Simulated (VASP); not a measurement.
# NiO (I4/mmm) in VASP: notebook

The runs below take NiO through single point, with r2SCAN.

Everything below comes from runs of VASP 6.6.1. Logs are shortened: lines on timing, memory, paths and dates and some standing lists are left out, and cuts for length are marked.

### 1 The cell of the first run

It takes space group I4/mmm (No. 139, tetragonal). The conventional cell has a = 2.962 Å, b = 2.962 Å, c = 4.272 Å, α = 90.00°, β = 90.00°, γ = 90.00°. Ni (site symmetry 4/mmm) has 6 O at 2.09 to 2.14 Å within 2.8 Å. Within 2.8 Å of O (site symmetry 4/mmm) lie 6 Ni at 2.09 to 2.14 Å.

### 2 Single point, r2SCAN, collinear spin, ferromagnetic start (strain along c alone, the other axes held: +2.0 %)

File POSCAR:

```
NiO
1.0
    2.0942984958      2.0942984958      0.0000000000
   -2.0942984958      2.0942984958      0.0000000000
    0.0000000000      0.0000000000      4.2723689314
Ni O
2 2
Direct
    0.0000000000      0.0000000000      0.0000000000
    0.5000000000      0.5000000000      0.5000000000
    0.5000000000      0.5000000000      0.0000000000
    0.0000000000      0.0000000000      0.5000000000
```

File INCAR.step1:

```
  PREC = Accurate
  ENCUT = 520
  ISMEAR = 0
  SIGMA = 0.02
  LREAL = F
  LASPH = T
  NELM = 150
  ISPIN = 2
  MAGMOM = 1.84 1.84 0.31 0.31
  LMAXMIX = 4
  NBANDS = 28
  GGA = PE
  ALGO = Normal
  EDIFF = 1E-4
  LWAVE = T
  LCHARG = F
```

File INCAR.step2:

```
  PREC = Accurate
  ENCUT = 520
  EDIFF = 1E-6
  ISMEAR = 0
  SIGMA = 0.02
  LREAL = F
  LASPH = T
  NELM = 150
  ALGO = Normal
  ISIF = 2
  LWAVE = F
  LCHARG = T
  ISPIN = 2
  MAGMOM = 1.84 1.84 0.31 0.31
  LORBIT = 11
  LMAXMIX = 4
  METAGGA = R2SCAN
  LMIXTAU = T
  LELF = T
  LVHAR = T
  NBANDS = 28
  ISTART = 1
```

File KPOINTS:

```
regular mesh
0
Gamma
  10 10 8
```

Potentials or basis: VASP PAW PBE potentials, release 64 (Ni, O).

Launch:

```
$ cat potpaw_PBE.64/Ni/POTCAR potpaw_PBE.64/O/POTCAR > POTCAR
$ cp INCAR.step1 INCAR
$ mpirun -np 1 vasp_std > vasp.out
$ cp INCAR.step2 INCAR
$ mpirun -np 1 vasp_std > vasp.out
```

OUTCAR:

```text
PREC = Accurate
   ENCUT = 520
   EDIFF = 1E-6
   ISMEAR = 0
   LREAL = F
   LASPH = T
   NELM = 150
   ISIF = 2
   ISPIN = 2
   LORBIT = 11
   METAGGA = R2SCAN
   ISTART = 1

 ion  position               nearest neighbor table
   1  0.000  0.000  0.000-   3 2.09   3 2.09   3 2.09   3 2.09   4 2.14   4 2.14   2 2.99   2 2.99
                             2 2.99   2 2.99   2 2.99   2 2.99   2 2.99   2 2.99
   2  0.500  0.500  0.500-   4 2.09   4 2.09   4 2.09   4 2.09   3 2.14   3 2.14   1 2.99   1 2.99
                             1 2.99   1 2.99   1 2.99   1 2.99   1 2.99   1 2.99
   3  0.500  0.500  0.000-   1 2.09   1 2.09   1 2.09   1 2.09   2 2.14   2 2.14
   4  0.000  0.000  0.500-   2 2.09   2 2.09   2 2.09   2 2.09   1 2.14   1 2.14

  LATTYP: Found a simple tetragonal cell.
 ALAT       =     2.9617853364
 C/A-ratio  =     1.4424978336

  Lattice vectors:

 A1 = (   2.0942984958,   2.0942984958,   0.0000000000)
 A2 = (  -2.0942984958,   2.0942984958,   0.0000000000)
 A3 = (   0.0000000000,   0.0000000000,   4.2723689314)

Analysis of symmetry for initial positions (statically):
=====================================================================
 Subroutine PRICEL returns following result:

  LATTYP: Found a body centered tetragonal cell.
 ALAT       =     2.9617853364
 C/A-ratio  =     1.4424978336

  Lattice vectors:

 A1 = (   2.0942984958,   0.0000000000,  -2.1361844657)
 A2 = (  -2.0942984958,   0.0000000000,  -2.1361844657)
 A3 = (   0.0000000000,   2.0942984958,   2.1361844657)

   2 primitive cells build up your supercell.

 Routine SETGRP: Setting up the symmetry group for a
 simple tetragonal supercell.

 Subroutine GETGRP returns: Found 16 space group operations
 (whereof 16 operations were pure point group operations)
 out of a pool of 16 trial point group operations.

The static configuration has the point symmetry D_4h.

Analysis of symmetry for dynamics (positions and initial velocities):
=====================================================================
 Subroutine PRICEL returns following result:

  LATTYP: Found a body centered tetragonal cell.
 ALAT       =     2.9617853364
 C/A-ratio  =     1.4424978336

  Lattice vectors:

 A1 = (   2.0942984958,   0.0000000000,  -2.1361844657)
 A2 = (  -2.0942984958,   0.0000000000,  -2.1361844657)
 A3 = (   0.0000000000,   2.0942984958,   2.1361844657)

   2 primitive cells build up your supercell.

 Routine SETGRP: Setting up the symmetry group for a
 simple tetragonal supercell.

 Subroutine GETGRP returns: Found 16 space group operations
 (whereof 16 operations were pure point group operations)
 out of a pool of 16 trial point group operations.

The dynamic configuration has the point symmetry D_4h.

Analysis of structural, dynamic, and magnetic symmetry:
=====================================================================
 Subroutine PRICEL returns following result:

  LATTYP: Found a body centered tetragonal cell.
 ALAT       =     2.9617853364
 C/A-ratio  =     1.4424978336

  Lattice vectors:

 A1 = (   2.0942984958,   0.0000000000,  -2.1361844657)
 A2 = (  -2.0942984958,   0.0000000000,  -2.1361844657)
 A3 = (   0.0000000000,   2.0942984958,   2.1361844657)

   2 primitive cells build up your supercell.

 Routine SETGRP: Setting up the symmetry group for a
 simple tetragonal supercell.

 Subroutine GETGRP returns: Found 16 space group operations
 (whereof 16 operations were pure point group operations)
 out of a pool of 16 trial point group operations.

The overall configuration has the point symmetry D_4h.

 Subroutine INISYM returns: Found 16 space group operations
 (whereof 16 operations are pure point group operations),
 and found     2 'primitive' translations

----------------------------------------------------------------------------------------

                                     Primitive cell

  volume of cell :      18.7390

  direct lattice vectors                    reciprocal lattice vectors
     2.094298496  0.000000000 -2.136184466     0.238743427  0.238743427 -0.234062183
    -2.094298496  0.000000000 -2.136184466    -0.238743427  0.238743427 -0.234062183
     0.000000000  2.094298496  2.136184466     0.000000000  0.477486854  0.000000000

  length of vectors
     2.991549809  2.991549809  2.991549809     0.410830809  0.410830809  0.477486854

  position of ions in fractional coordinates (direct lattice)
     0.000000000  0.000000000  0.000000000
     0.500000000  0.500000000  0.000000000

  ion indices of the primitive-cell ions
   primitive index   ion index
                 1           1
                 2           4

----------------------------------------------------------------------------------------

 KPOINTS: regular mesh

Automatic generation of k-mesh.
 Grid dimensions read from file:
 generate k-points for:   10   10    8

 Generating k-lattice:

  Cartesian coordinates                     Fractional coordinates (reciprocal lattice)
     0.023874343  0.023874343  0.000000000     0.100000000  0.000000000  0.000000000
    -0.023874343  0.023874343  0.000000000     0.000000000  0.100000000  0.000000000
     0.000000000  0.000000000  0.029257773     0.000000000  0.000000000  0.125000000

  Length of vectors
     0.033763419  0.033763419  0.029257773

  Shift w.r.t. Gamma in fractional coordinates (k-lattice)
     0.000000000  0.000000000  0.000000000

 Subroutine IBZKPT returns following result:
 ===========================================

 Found    105 irreducible k-points:

 Following reciprocal coordinates:
            Coordinates               Weight
  0.000000  0.000000  0.000000      1.000000
  0.100000  0.000000  0.000000      4.000000
  0.200000  0.000000  0.000000      4.000000
  0.300000  0.000000  0.000000      4.000000
  0.400000  0.000000  0.000000      4.000000
  0.500000  0.000000  0.000000      2.000000
[... 16 lines left out ...]
  0.100000  0.000000  0.125000      8.000000
  0.200000  0.000000  0.125000      8.000000
 [... further k-points ...]
   k-points           NKPTS =    105   k-points in BZ     NKDIM =    105   number of bands    NBANDS=     28
   number of dos      NEDOS =    301   number of ions     NIONS =      4
   total plane-waves  NPLWV =  18432
   dimension x,y,z NGX =    24 NGY =   24 NGZ =   32
   dimension x,y,z NGXF=    48 NGYF=   48 NGZF=   64
   ions per type =               2   2
   NGX,Y,Z   is equivalent  to a cutoff of  13.47, 13.47, 12.45 a.u.
   NGXF,Y,Z  is equivalent  to a cutoff of  26.94, 26.94, 24.90 a.u.
 SYSTEM =  unknown system
   PREC   = accura    normal or accurate (medium, high low for compatibility)
   ISTART =      1    job   : 0-new  1-cont  2-samecut
   ICHARG =      0    charge: 1-file 2-atom 10-const
   ISPIN  =      2    spin polarized calculation?
   LNONCOLLINEAR =      F non collinear calculations
   LSORBIT =      F    spin-orbit coupling
   LASPH  =      T    aspherical Exc in radial PAW
   ENCUT  =  520.0 eV  38.22 Ry    6.18 a.u.   5.51  5.51  7.94*2*pi/ulx,y,z
   NELM   =    150;   NELMIN=  2; NELMDL=  0     # of ELM steps
   EDIFF  = 0.1E-05   stopping-criterion for ELM
   LREAL  =      F    real-space projection
   EDIFFG = 0.1E-04   stopping-criterion for IOM
   NSW    =      0    number of steps for IOM
   IBRION =     -1    ionic relax: 0-MD 1-quasi-New 2-CG
   NFREE  =      0    steps in history (QN), initial steepest desc. (CG)
   ISIF   =      2    stress and relaxation
   ISYM   =      2    0-nonsym 1-usesym 2-fastsym
   POTIM  = 0.5000    time-step for ionic-motion
   TEBEG  =    0.0;   TEEND  =   0.0 temperature during run
   PSTRESS=    0.0 pullay stress
   NELECT =      32.0000    total number of electrons
   NUPDOWN=      -1.0000    fix difference up-down
   EMIN   =  10.00;   EMAX   =-10.00  energy-range for DOS
   EFERMI =   0.00;   METHOD = LEGACY
   ISMEAR =     0;   SIGMA  =   0.02  broadening in eV -4-tet -1-fermi 0-gaus
   EFERMI_NEDOS =   21; number of points for ismear=-14 and -15
   IALGO  =     38    algorithm
   IMIX   =      4    mixing-type and parameters
     AMIX     =   0.40;   BMIX     =  1.00
     AMIX_MAG =   1.60;   BMIX_MAG =  1.00
  volume/ion in A,a.u.               =       9.37        63.23
  Fermi-wavevector in a.u.,A,eV,Ry     =   1.553100  2.934934 32.818895  2.412121
  Thomas-Fermi vector in A             =   2.657380
   LORBIT       =     11    0 simple, 1 ext, 2 COOP (PROOUT), +10 PAW based schemes
   METAGGA = R2SCAN    functional components
   LHFCALC =     F    Hartree Fock is set to
   AEXX    =    0.0000 exact exchange contribution
   IVDW    =     0    specifies the selected vdW correction
   LEPSILON=     F    determine dielectric tensor
   LRPA    =     F    only Hartree local field effects (RPA)
 spin polarized calculation
 Gauss-broadening in eV      SIGMA  =   0.02
  energy-cutoff  :      520.00
  volume of cell :       37.48
 maximum number of plane-waves:      1039
 NGX is ok and might be reduce to    24
   NGX = 11   NGY = 11   NGZ = 15

 number of electron      31.9999952 magnetization       3.9999669

 Free energy of the ion-electron system (eV)
  ---------------------------------------------------
  ext. energy  EPLUGINS =         0.00000000
  ---------------------------------------------------
  free energy    TOTEN  =       -40.20581282 eV

  energy without entropy =      -40.20581282  energy(sigma->0) =      -40.20581282

 E-fermi :   7.3366     XC(G=0): -13.2261

 val. band max:        7.1386141753   @ k =   0.5000   0.0000   0.5000
 cond. band min:       7.8179990332   @ k =   0.0000   0.0000   0.0000
 fundamental gap:      0.6793848579
 Fermi energy:         7.3365975927

 spin component 1

 k-point     1 :       0.0000    0.0000    0.0000
  band No.  band energies     occupation
      1     -13.7172      1.00000
      2     -12.4456      1.00000
      3       0.5306      1.00000
      4       3.1249      1.00000
      5       3.1775      1.00000
      6       3.1775      1.00000
[... 20 lines left out ...]
     27      26.5882      0.00000
     28      26.5882      0.00000

 k-point     2 :       0.1000    0.0000    0.0000
  band No.  band energies     occupation
      1     -13.6450      1.00000
      2     -12.4234      1.00000
      3       0.5826      1.00000
      4       2.4028      1.00000
      5       2.5021      1.00000
      6       2.7535      1.00000
[... 674 lines left out ...]
 k-point    24 :       0.2000    0.0000    0.1250
  band No.  band energies     occupation
      1     -13.3943      1.00000
      2     -12.4047      1.00000
      3       0.5688      1.00000
      4       1.4760      1.00000
      5       1.8510      1.00000
      6       2.0269      1.00000
[... 20 lines left out ...]
     27      25.9486      0.00000
     28      28.1539      0.00000

 [... further k-points ...]

 spin component 2

 k-point     1 :       0.0000    0.0000    0.0000
  band No.  band energies     occupation
      1     -13.1865      1.00000
      2     -11.7819      1.00000
      3       0.9570      1.00000
      4       3.7676      1.00000
      5       3.7677      1.00000
      6       4.1276      1.00000
[... 20 lines left out ...]
     27      26.9148      0.00000
     28      26.9148      0.00000

 k-point     2 :       0.1000    0.0000    0.0000
  band No.  band energies     occupation
      1     -13.1104      1.00000
      2     -11.7605      1.00000
      3       1.0156      1.00000
      4       3.0747      1.00000
      5       3.6586      1.00000
      6       4.2442      1.00000
[... 674 lines left out ...]
 k-point    24 :       0.2000    0.0000    0.1250
  band No.  band energies     occupation
      1     -12.8454      1.00000
      2     -11.7510      1.00000
      3       1.0675      1.00000
      4       2.2600      1.00000
      5       2.8152      1.00000
      6       3.4036      1.00000
[... 20 lines left out ...]
     27      26.4789      0.00000
     28      28.5765      0.00000

 [... further k-points ...]
[... 5 lines left out ...]
  --------------------------------------------------------------------------------------
  -------------------------------------------------------------------------------------
  Total       -0.5766973     -0.5766973     -1.6459295      0.0000000     -0.0000000      0.0000000
  in kB      -24.6537265    -24.6537265    -70.3632524      0.0000000     -0.0000000      0.0000000
  external PRESSURE =     -39.8902352 kB  Pullay stress =       0.0000000 kB

 VOLUME and BASIS-vectors are now :
 -----------------------------------------------------------------------------
  energy-cutoff  :      520.00
  volume of cell :       37.48
      direct lattice vectors                 reciprocal lattice vectors
     2.094298496  2.094298496  0.000000000     0.238743427  0.238743427  0.000000000
    -2.094298496  2.094298496  0.000000000    -0.238743427  0.238743427  0.000000000
     0.000000000  0.000000000  4.272368931     0.000000000  0.000000000  0.234062183

 POSITION                                       TOTAL-FORCE (eV/Angst)
 -----------------------------------------------------------------------------------
      0.00000      0.00000      0.00000        -0.000000      0.000000     -0.000000
      0.00000      2.09430      2.13618        -0.000000      0.000000      0.000000
      0.00000      2.09430      0.00000         0.000000     -0.000000      0.000000
      0.00000      0.00000      2.13618         0.000000     -0.000000     -0.000000
 -----------------------------------------------------------------------------------
    total drift:                                0.000000     -0.000000     -0.000000

  FREE ENERGIE OF THE ION-ELECTRON SYSTEM (eV)
  ---------------------------------------------------
  free  energy   TOTEN  =       -40.2058128223 eV

  energy  without entropy=      -40.2058128223  energy(sigma->0) =      -40.20581282

 total charge

# of ion       s       p       d       tot
------------------------------------------
    1        0.328   0.398   8.154   8.879
    2        0.328   0.398   8.154   8.879
    3        1.555   3.479   0.000   5.034
    4        1.555   3.479   0.000   5.034
--------------------------------------------------
tot          3.765   7.754  16.308  27.827

 magnetization (x)

# of ion       s       p       d       tot
------------------------------------------
    1        0.011   0.011   1.673   1.695
    2        0.011   0.011   1.673   1.695
    3        0.027   0.246   0.000   0.274
    4        0.027   0.246   0.000   0.274
--------------------------------------------------
tot          0.077   0.515   3.346   3.938
```

It took 12 min on 1 thread of Oxide Virtual Turin-like, shared host; peak memory 0.25 GiB.

Results:

```yaml
Free_energy: -40.2058 eV
Pressure: -4.0 GPa
Band_gap_on_the_k_mesh: 0.68 eV
Net_moment: 4.00 μB per cell
Site_moments: Ni +1.70; O +0.27 μB
Valence_electrons_inside_the_program's_atomic_spheres: Ni 8.88; O 5.03
```

Stress tensor (GPa, compression positive):
```
-2.47  0.00  0.00
 0.00 -2.47  0.00
 0.00  0.00 -7.04
```

Levels at points of the mesh, in eV from the valence-band top:
Spin up:
```
           k point  band 15  band 16  band 17  band 18  band 19  band 20  band 21  band 22
(0.00, 0.00, 0.00)    -2.73    -2.67    -2.21    -2.21     2.01     6.61    11.23    12.81
(0.50, 0.00, 0.00)    -1.73    -1.73    -0.15    -0.15     7.69     7.69    11.54    11.54
(0.50, 0.50, 0.00)    -2.23    -2.23    -2.18    -2.18     6.60     6.60    11.52    11.52
(0.00, 0.00, 0.50)    -1.95    -1.95    -1.95    -1.95     5.76     5.76    13.40    13.40
(0.50, 0.00, 0.50)    -0.15    -0.15     0.00     0.00     6.26     6.26    10.63    10.63
(0.50, 0.50, 0.50)    -2.18    -2.18    -1.83    -1.83     8.88     8.88    11.48    11.48
```
Spin down:
```
           k point  band 10  band 11  band 12  band 13  band 14  band 15  band 16  band 17  band 18  band 19
(0.00, 0.00, 0.00)    -2.06    -2.06    -1.98    -1.25    -1.25     0.68     0.76     1.17     1.64     2.57
(0.50, 0.00, 0.00)    -1.66    -1.14    -1.14    -0.81    -0.81     1.45     1.45     3.47     3.47     8.34
(0.50, 0.50, 0.00)    -3.02    -1.26    -1.26    -1.21    -1.21     1.17     1.17     1.70     1.70     7.24
(0.00, 0.00, 0.50)    -2.62    -1.05    -1.05    -1.05    -1.05     0.97     0.97     1.75     1.75     6.67
(0.50, 0.00, 0.50)    -1.32    -1.23    -1.23    -0.92    -0.92     3.29     3.29     3.49     3.49     6.55
(0.50, 0.50, 0.50)    -1.47    -1.47    -1.47    -1.21    -1.21     1.61     1.61     2.18     2.18     9.67
```

Caveat: the cell differs from its parent crystal (strain along c alone, the other axes held: +2.0 %); the PAW data sets were made with another functional, which shifts forces and pressure a little. A k mesh can miss the band edges.

### 3 Single point, r2SCAN, collinear spin, ferromagnetic start

POSCAR is that of step 2.

File INCAR.step1:

```
SYSTEM = NiO
PREC = Accurate
ENCUT = 520
ISMEAR = 0
SIGMA = 0.02
LREAL = .False.
LASPH = .True.
NELM = 150
ISPIN = 2
MAGMOM = 1.84 1.84 0.31 0.31
LMAXMIX = 4
NBANDS = 28
GGA = PE
ALGO = Normal
EDIFF = 1E-4
LWAVE = .True.
LCHARG = .False.
```

File INCAR.step2:

```
SYSTEM = NiO
PREC = Accurate
ENCUT = 520
EDIFF = 1E-6
ISMEAR = 0
SIGMA = 0.02
LREAL = .False.
LASPH = .True.
NELM = 150
ALGO = Normal
ISIF = 2
LWAVE = .False.
LCHARG = .False.
ISPIN = 2
MAGMOM = 1.84 1.84 0.31 0.31
LORBIT = 11
LMAXMIX = 4
METAGGA = R2SCAN
LMIXTAU = .True.
NBANDS = 28
ISTART = 1
```

File KPOINTS:

```
Automatic mesh
0
Gamma
  10 10 8
  0 0 0
```

Potentials or basis: VASP PAW PBE potentials, release 64 (Ni, O).

Launch:

```
$ cat potpaw_PBE.64/Ni/POTCAR potpaw_PBE.64/O/POTCAR > POTCAR
$ cp INCAR.step1 INCAR
$ mpirun -np 1 vasp_std > vasp.out
$ cp INCAR.step2 INCAR
$ mpirun -np 1 vasp_std > vasp.out
```

Run time: 12 min. Hardware: 1 thread of Oxide Virtual Turin-like, shared host; peak memory 0.25 GiB.

The run converged. Its results:

| Property | Result |
| --- | --- |
| Free energy | -40.2058 eV |
| Pressure | -4.0 GPa |
| Band gap on the k mesh | 0.68 eV |
| Net moment | 4.00 μB per cell |
| Site moments | Ni +1.70; O +0.27 μB |
| Valence electrons inside the program's atomic spheres | Ni 8.88; O 5.03 |

Stress tensor (GPa, compression positive):
```
-2.47  0.00  0.00
 0.00 -2.47  0.00
 0.00  0.00 -7.04
```

Levels at points of the mesh, in eV from the valence-band top:
Spin up:
```tsv
k point	band 15	band 16	band 17	band 18	band 19	band 20	band 21	band 22
(0.00, 0.00, 0.00)	-2.73	-2.67	-2.21	-2.21	2.01	6.61	11.23	12.81
(0.50, 0.00, 0.00)	-1.73	-1.73	-0.15	-0.15	7.69	7.69	11.54	11.54
(0.50, 0.50, 0.00)	-2.23	-2.23	-2.18	-2.18	6.60	6.60	11.52	11.52
(0.00, 0.00, 0.50)	-1.95	-1.95	-1.95	-1.95	5.76	5.76	13.40	13.40
(0.50, 0.00, 0.50)	-0.15	-0.15	0.00	0.00	6.26	6.26	10.63	10.63
(0.50, 0.50, 0.50)	-2.18	-2.18	-1.83	-1.83	8.88	8.88	11.48	11.48
```
Spin down:
| k point | band 11 | band 12 | band 13 | band 14 | band 15 | band 16 | band 17 | band 18 |
| --- | --- | --- | --- | --- | --- | --- | --- | --- |
| (0.00, 0.00, 0.00) | -2.06 | -1.98 | -1.25 | -1.25 | 0.68 | 0.76 | 1.17 | 1.64 |
| (0.50, 0.00, 0.00) | -1.14 | -1.14 | -0.81 | -0.81 | 1.45 | 1.45 | 3.47 | 3.47 |
| (0.50, 0.50, 0.00) | -1.26 | -1.26 | -1.21 | -1.21 | 1.17 | 1.17 | 1.70 | 1.70 |
| (0.00, 0.00, 0.50) | -1.05 | -1.05 | -1.05 | -1.05 | 0.97 | 0.97 | 1.75 | 1.75 |
| (0.50, 0.00, 0.50) | -1.23 | -1.23 | -0.92 | -0.92 | 3.29 | 3.29 | 3.49 | 3.49 |
| (0.50, 0.50, 0.50) | -1.47 | -1.47 | -1.21 | -1.21 | 1.61 | 1.61 | 2.18 | 2.18 |

Caveat: the PAW data sets were made with another functional, which shifts forces and pressure a little.

(Continued in part 2 of 2.)
